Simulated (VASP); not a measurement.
Wanted: the native input for a VASP 6.6.1 run.

| Item | Value |
| --- | --- |
| Task | electric field gradients |
| Functional | PBE |
| Potentials or basis | VASP PAW PBE potentials, release 64 (Na_pv, Fe, H, N, F) |
| Cutoff | 520 eV |
| k mesh | 4 × 4 × 4 |
| Occupations | fermi-dirac, width 0.02 eV |
| Spin | collinear spin, ferromagnetic start |
| Starting moments | [0.0, 5.0, 0.0, 0.0, 0.0, 0.0, 0.0, 0.0, 0.0, 0.0, 0.0, 0.0, 0.0, 0.0, 0.0, 0.0, 0.0, 0.0] μB |
| Dipole correction | no |
| Further INCAR settings | LREAL = Auto; ALGO = Normal; EDIFF = 1e-08; NBANDS = 56 |

The structure of NaFeH8N2F6 lies in POSCAR:

```
NaFeH8N2F6
1.0
    0.0000000000      4.3013630000      4.3013630000
    4.3013630000      0.0000000000      4.3013630000
    4.3013630000      4.3013630000      0.0000000000
Na Fe H N F
1 1 8 2 6
Direct
    0.5000000000      0.5000000000      0.5000000000
    0.0000000000      0.0000000000      0.0000000000
    0.8191300000      0.8191300000      0.8191300000
    0.5426100000      0.8191300000      0.8191300000
    0.8191300000      0.5426100000      0.8191300000
    0.8191300000      0.8191300000      0.5426100000
    0.1808700000      0.1808700000      0.1808700000
    0.4573900000      0.1808700000      0.1808700000
    0.1808700000      0.4573900000      0.1808700000
    0.1808700000      0.1808700000      0.4573900000
    0.7500000000      0.7500000000      0.7500000000
    0.2500000000      0.2500000000      0.2500000000
    0.7793100000      0.2206900000      0.2206900000
    0.7793100000      0.7793100000      0.2206900000
    0.2206900000      0.7793100000      0.2206900000
    0.2206900000      0.2206900000      0.7793100000
    0.7793100000      0.2206900000      0.7793100000
    0.2206900000      0.7793100000      0.7793100000
```

One way to write it, as run:

INCAR

```
ALGO = Normal
EDIFF = 1E-8
ENCUT = 520
GGA = PE
ISIF = 2
ISMEAR = -1
ISPIN = 2
LASPH = T
LCHARG = F
LEFG = T
LMAXMIX = 4
LORBIT = 11
LREAL = Auto
LWAVE = F
MAGMOM = 0 5 0 0 0 0 0 0 0 0 0 0 0 0 0 0 0 0
NBANDS = 56
NELM = 150
PREC = Accurate
SIGMA = 0.02
```

KPOINTS

```
k-points
0
Gamma
  4 4 4
```

Potentials or basis: VASP PAW PBE potentials, release 64 (Na_pv, Fe, H, N, F).

Launch:

```bash
$ cat potpaw_PBE.64/Na_pv/POTCAR potpaw_PBE.64/Fe/POTCAR potpaw_PBE.64/H/POTCAR potpaw_PBE.64/N/POTCAR potpaw_PBE.64/F/POTCAR > POTCAR
$ mpirun -np 1 vasp_std > vasp.out
```

Results of the run:

```json
{"Pressure": "4.3 GPa", "Largest force": "1.174 eV/Å", "Band gap on the k mesh": "1.41 eV", "Net moment": "5.00 μB per cell", "Site moments": "Na +0.01; Fe +4.13; H +0.00; N -0.00; F +0.12 μB", "Largest electric field gradient by atom": "Na +0.0; Fe -0.0; H +30.7; N -0.0; F +53.5 V/Å²", "Valence electrons inside the program's atomic spheres": "Na 6.01; Fe 6.89; H 0.69; N 4.08; F 6.10"}
```

Caveat: the cell stands under pressure; without QUAD_EFG the Cq values of the log hold for a quadrupole moment of 1 mb, not for the nuclei; a cell with one magnetic atom can't hold antiferromagnetic order, which such compounds often take; forces of over 1 eV/Å act on the atoms, so gaps and moduli don't describe the material at rest.

It took 7 min on 1 thread of Intel(R) Xeon(R) Platinum 8259CL CPU @ 2.50GHz (Skylake/Cascade Lake), on a shared host, peak memory 0.46 GiB.
